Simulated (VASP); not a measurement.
# CaSe (F-43m) in VASP: settings compared

The runs below take CaSe through single point, with PBE, LDA.

Program: VASP 6.6.1. These are calculated values, not measurements. Logs are shortened: lines on timing, memory, paths and dates and some standing lists are left out, and cuts for length are marked.

## (1) The cell of the first run

Symmetry: F-43m, No. 216, cubic system. Conventional cell: a = 6.559 Å, b = 6.559 Å, c = 6.559 Å, α = 90.00°, β = 90.00°, γ = 90.00°. Within 3.7 Å of Ca (site symmetry -43m) lie 4 Se at 2.84 Å. Within 3.7 Å of Se (site symmetry -43m) lie 4 Ca at 2.84 Å.

## (2) Single point, PBE

The input, INCAR:

```
SYSTEM = CaSe
PREC     = Accurate       ! precision mode
ENCUT    = 520            ! plane-wave cutoff, eV
EDIFF    = 1E-7           ! SCF threshold, eV
ISMEAR   = -1             ! smearing method
SIGMA    = 0.02           ! smearing width, eV
LREAL    = .FALSE.        ! projectors in reciprocal space
LASPH    = .TRUE.         ! aspherical terms in the spheres
NELM     = 80             ! most SCF steps
ALGO     = Normal         ! electronic algorithm
ISIF     = 2              ! what is computed and relaxed
LWAVE    = .FALSE.        ! write WAVECAR
LCHARG   = .FALSE.        ! write CHGCAR
GGA      = PE             ! functional
NBANDS   = 15             ! bands
```

The input, KPOINTS:

```
regular mesh
0
G
  6 6 6
  0 0 0
```

The input, POSCAR:

```
CaSe
1.0
    0.0000000000      3.2795613671      3.2795613671
    3.2795613671      0.0000000000      3.2795613671
    3.2795613671      3.2795613671      0.0000000000
Ca Se
1 1
Direct
    0.0000000000      0.0000000000      0.0000000000
    0.2500000000      0.2500000000      0.2500000000
```

Potentials or basis: VASP PAW PBE potentials, release 64 (Ca_sv, Se).

Started as:

```sh
$ cat potpaw_PBE.64/Ca_sv/POTCAR potpaw_PBE.64/Se/POTCAR > POTCAR
$ mpirun -np 1 vasp_std > vasp.out
```

OUTCAR:

```text
SYSTEM = CaSe
   PREC = Accurate
   ENCUT = 520
   EDIFF = 1E-7
   ISMEAR = -1
   LREAL = .FALSE.
   LASPH = .TRUE.
   NELM = 80
   ISIF = 2
   GGA = PE

 ion  position               nearest neighbor table
   1  0.000  0.000  0.000-   2 2.84   2 2.84   2 2.84   2 2.84
   2  0.250  0.250  0.250-   1 2.84   1 2.84   1 2.84   1 2.84

  LATTYP: Found a face centered cubic cell.
 ALAT       =     6.5591227342

  Lattice vectors:

 A1 = (   0.0000000000,   3.2795613671,   3.2795613671)
 A2 = (   3.2795613671,   0.0000000000,   3.2795613671)
 A3 = (   3.2795613671,   3.2795613671,   0.0000000000)

Analysis of symmetry for initial positions (statically):
=====================================================================
 Subroutine PRICEL returns:
 Original cell was already a primitive cell.

 Routine SETGRP: Setting up the symmetry group for a
 face centered cubic supercell.

 Subroutine GETGRP returns: Found 24 space group operations
 (whereof 24 operations were pure point group operations)
 out of a pool of 48 trial point group operations.

The static configuration has the point symmetry T_d .

Analysis of symmetry for dynamics (positions and initial velocities):
=====================================================================
 Subroutine PRICEL returns:
 Original cell was already a primitive cell.

 Routine SETGRP: Setting up the symmetry group for a
 face centered cubic supercell.

 Subroutine GETGRP returns: Found 24 space group operations
 (whereof 24 operations were pure point group operations)
 out of a pool of 48 trial point group operations.

The dynamic configuration has the point symmetry T_d .

 Subroutine INISYM returns: Found 24 space group operations
 (whereof 24 operations are pure point group operations),
 and found     1 'primitive' translations

----------------------------------------------------------------------------------------

                                     Primitive cell

  volume of cell :      70.5468

  direct lattice vectors                    reciprocal lattice vectors
     0.000000000  3.279561367  3.279561367    -0.152459413  0.152459413  0.152459413
     3.279561367  0.000000000  3.279561367     0.152459413 -0.152459413  0.152459413
     3.279561367  3.279561367  0.000000000     0.152459413  0.152459413 -0.152459413

  length of vectors
     4.638000164  4.638000164  4.638000164     0.264067449  0.264067449  0.264067449

  position of ions in fractional coordinates (direct lattice)
     0.000000000  0.000000000  0.000000000
     0.250000000  0.250000000  0.250000000

  ion indices of the primitive-cell ions
   primitive index   ion index
                 1           1
                 2           2

----------------------------------------------------------------------------------------

 KPOINTS: regular mesh

Automatic generation of k-mesh.
 Grid dimensions read from file:
 generate k-points for:    6    6    6

 Generating k-lattice:

  Cartesian coordinates                     Fractional coordinates (reciprocal lattice)
    -0.025409902  0.025409902  0.025409902     0.166666667  0.000000000  0.000000000
     0.025409902 -0.025409902  0.025409902     0.000000000  0.166666667  0.000000000
     0.025409902  0.025409902 -0.025409902     0.000000000  0.000000000  0.166666667

  Length of vectors
     0.044011241  0.044011241  0.044011241

  Shift w.r.t. Gamma in fractional coordinates (k-lattice)
     0.000000000  0.000000000  0.000000000

 Subroutine IBZKPT returns following result:
 ===========================================

 Found     16 irreducible k-points:

 Following reciprocal coordinates:
            Coordinates               Weight
  0.000000  0.000000  0.000000      1.000000
  0.166667  0.000000  0.000000      8.000000
  0.333333  0.000000  0.000000      8.000000
  0.500000  0.000000  0.000000      4.000000
  0.166667  0.166667  0.000000      6.000000
  0.333333  0.166667  0.000000     24.000000
[... 8 lines left out ...]
 -0.333333  0.333333  0.166667     24.000000
 -0.333333  0.500000  0.166667     12.000000
   k-points           NKPTS =     16   k-points in BZ     NKDIM =     16   number of bands    NBANDS=     15
   number of dos      NEDOS =    301   number of ions     NIONS =      2
   total plane-waves  NPLWV =  46656
   dimension x,y,z NGX =    36 NGY =   36 NGZ =   36
   dimension x,y,z NGXF=    72 NGYF=   72 NGZF=   72
   ions per type =               1   1
   NGX,Y,Z   is equivalent  to a cutoff of  12.90, 12.90, 12.90 a.u.
   NGXF,Y,Z  is equivalent  to a cutoff of  25.81, 25.81, 25.81 a.u.
 SYSTEM =  CaSe
   PREC   = accura    normal or accurate (medium, high low for compatibility)
   ISTART =      0    job   : 0-new  1-cont  2-samecut
   ICHARG =      2    charge: 1-file 2-atom 10-const
   ISPIN  =      1    spin polarized calculation?
   LNONCOLLINEAR =      F non collinear calculations
   LSORBIT =      F    spin-orbit coupling
   LASPH  =      T    aspherical Exc in radial PAW
   ENCUT  =  520.0 eV  38.22 Ry    6.18 a.u.   8.62  8.62  8.62*2*pi/ulx,y,z
   NELM   =     80;   NELMIN=  2; NELMDL= -5     # of ELM steps
   EDIFF  = 0.1E-06   stopping-criterion for ELM
   LREAL  =      F    real-space projection
   EDIFFG = 0.1E-05   stopping-criterion for IOM
   NSW    =      0    number of steps for IOM
   IBRION =     -1    ionic relax: 0-MD 1-quasi-New 2-CG
   NFREE  =      0    steps in history (QN), initial steepest desc. (CG)
   ISIF   =      2    stress and relaxation
   ISYM   =      2    0-nonsym 1-usesym 2-fastsym
   POTIM  = 0.5000    time-step for ionic-motion
   TEBEG  =    0.0;   TEEND  =   0.0 temperature during run
   PSTRESS=    0.0 pullay stress
   NELECT =      16.0000    total number of electrons
   NUPDOWN=      -1.0000    fix difference up-down
   EMIN   =  10.00;   EMAX   =-10.00  energy-range for DOS
   EFERMI =   0.00;   METHOD = LEGACY
   ISMEAR =    -1;   SIGMA  =   0.02  broadening in eV -4-tet -1-fermi 0-gaus
   EFERMI_NEDOS =   21; number of points for ismear=-14 and -15
   IALGO  =     38    algorithm
   IMIX   =      4    mixing-type and parameters
     AMIX     =   0.40;   BMIX     =  1.00
     AMIX_MAG =   1.60;   BMIX_MAG =  1.00
  volume/ion in A,a.u.               =      35.27       238.04
  Fermi-wavevector in a.u.,A,eV,Ry     =   0.998364  1.886635 13.561354  0.996731
  Thomas-Fermi vector in A             =   2.130583
   LORBIT       =      0    0 simple, 1 ext, 2 COOP (PROOUT), +10 PAW based schemes
   GGA     = PE    functional components
   LHFCALC =     F    Hartree Fock is set to
   AEXX    =    0.0000 exact exchange contribution
   IVDW    =     0    specifies the selected vdW correction
   LEPSILON=     F    determine dielectric tensor
   LRPA    =     F    only Hartree local field effects (RPA)
 non-spin polarized calculation
  energy-cutoff  :      520.00
  volume of cell :       70.55
 maximum number of plane-waves:      1917
 NGX is ok and might be reduce to    36
   NGX = 17   NGY = 17   NGZ = 17

 number of electron      16.0000003 magnetization

 Free energy of the ion-electron system (eV)
  ---------------------------------------------------
  ext. energy  EPLUGINS =         0.00000000
  ---------------------------------------------------
  free energy    TOTEN  =        -8.96772864 eV

  energy without entropy =       -8.96772864  energy(sigma->0) =       -8.96772864

 E-fermi :   0.2944     XC(G=0):  -7.6212

 val. band max:       -0.3057045210   @ k =  -0.3333   0.1667   0.0000
 cond. band min:       2.9008149133   @ k =   0.0000   0.0000   0.0000
 fundamental gap:      3.2065194343
 Fermi energy:         0.2943951168

 k-point     1 :       0.0000    0.0000    0.0000
  band No.  band energies     occupation
      1     -39.3614      2.00000
      2     -20.3784      2.00000
      3     -20.3784      2.00000
      4     -20.3784      2.00000
      5     -10.6312      2.00000
      6      -0.3990      2.00000
      7      -0.3990      2.00000
      8      -0.3990      2.00000
      9       2.9008      0.00000
     10       5.0767      0.00000
     11       5.0767      0.00000
     12       7.0948      0.00000
     13       7.0948      0.00000
     14       7.0948      0.00000
     15       8.7926      0.00000

 k-point     2 :       0.1667    0.0000    0.0000
  band No.  band energies     occupation
      1     -39.3609      2.00000
      2     -20.3897      2.00000
      3     -20.3798      2.00000
      4     -20.3798      2.00000
      5     -10.5671      2.00000
      6      -0.8011      2.00000
      7      -0.3752      2.00000
      8      -0.3752      2.00000
      9       3.6653      0.00000
     10       4.9602      0.00000
     11       4.9602      0.00000
     12       6.6275      0.00000
     13       7.0721      0.00000
     14       7.0721      0.00000
     15       8.1066      0.00000

 k-point     3 :       0.3333    0.0000    0.0000
  band No.  band energies     occupation
      1     -39.3600      2.00000
      2     -20.4121      2.00000
      3     -20.3826      2.00000
      4     -20.3826      2.00000
      5     -10.4374      2.00000
      6      -1.3277      2.00000
      7      -0.3349      2.00000
      8      -0.3349      2.00000
      9       4.7008      0.00000
     10       4.9813      0.00000
     11       4.9813      0.00000
     12       5.8090      0.00000
     13       6.5535      0.00000
     14       6.5535      0.00000
     15       7.8665      0.00000
[... 199 lines left out ...]
 k-point    15 :      -0.3333    0.3333    0.1667
  band No.  band energies     occupation
      1     -39.3591      2.00000
      2     -20.4195      2.00000
      3     -20.3965      2.00000
      4     -20.3888      2.00000
      5     -10.3094      2.00000
      6      -1.1690      2.00000
      7      -0.8552      2.00000
      8      -0.3503      2.00000
      9       3.7417      0.00000
     10       4.7400      0.00000
     11       5.3756      0.00000
     12       6.1649      0.00000
     13       6.4318      0.00000
     14       7.4020      0.00000
     15       8.7212      0.00000

 k-point    16 :      -0.3333    0.5000    0.1667
  band No.  band energies     occupation
      1     -39.3590      2.00000
      2     -20.4217      2.00000
      3     -20.3959      2.00000
      4     -20.3917      2.00000
      5     -10.2883      2.00000
      6      -1.2885      2.00000
      7      -0.6932      2.00000
      8      -0.3864      2.00000
      9       3.4117      0.00000
     10       4.6837      0.00000
     11       5.6076      0.00000
     12       5.8891      0.00000
     13       6.3775      0.00000
     14       8.0218      0.00000
     15       8.8647      0.00000

------------------------ aborting loop because EDIFF is reached ----------------------------------------

  FORCE on cell =-STRESS in cart. coord.  units (eV):
  Direction    XX          YY          ZZ          XY          YZ          ZX
  --------------------------------------------------------------------------------------
  -------------------------------------------------------------------------------------
  Total        0.2440339      0.2440339      0.2440339     -0.0000000     -0.0000000      0.0000000
  in kB        5.5422152      5.5422152      5.5422152     -0.0000000     -0.0000000      0.0000000
  external PRESSURE =       5.5422152 kB  Pullay stress =       0.0000000 kB

 VOLUME and BASIS-vectors are now :
 -----------------------------------------------------------------------------
  energy-cutoff  :      520.00
  volume of cell :       70.55
      direct lattice vectors                 reciprocal lattice vectors
     0.000000000  3.279561367  3.279561367    -0.152459413  0.152459413  0.152459413
     3.279561367  0.000000000  3.279561367     0.152459413 -0.152459413  0.152459413
     3.279561367  3.279561367  0.000000000     0.152459413  0.152459413 -0.152459413

 POSITION                                       TOTAL-FORCE (eV/Angst)
 -----------------------------------------------------------------------------------
      0.00000      0.00000      0.00000        -0.000000     -0.000000     -0.000000
      1.63978      1.63978      1.63978         0.000000      0.000000      0.000000
 -----------------------------------------------------------------------------------
    total drift:                                0.000000      0.000000      0.000000

  FREE ENERGIE OF THE ION-ELECTRON SYSTEM (eV)
  ---------------------------------------------------
  free  energy   TOTEN  =        -8.9677286435 eV

  energy  without entropy=       -8.9677286435  energy(sigma->0) =       -8.96772864
```

It took 9.4 s on 1 thread of Intel Xeon 6975P-C (Granite Rapids), shared host; peak memory 0.2 GiB.

What came out:

```yaml
Free_energy: -8.9677 eV
Pressure: 0.6 GPa
Band_gap_on_the_k_mesh: 3.21 eV (least direct gap 3.30 eV)
```

Levels at points of the mesh, in eV from the valence-band top:
```
           k point  band 5  band 6  band 7  band 8  band 9  band 10  band 11  band 12
(0.00, 0.00, 0.00)  -10.33   -0.09   -0.09   -0.09    3.21     5.38     5.38     7.40
(0.50, 0.00, 0.00)  -10.07   -1.21   -0.01   -0.01    5.09     5.50     5.50     5.84
(0.50, 0.50, 0.00)   -9.98   -1.24   -0.03   -0.03    3.55     4.99     6.11     6.11
```

(Continued in part 2 of 2.)
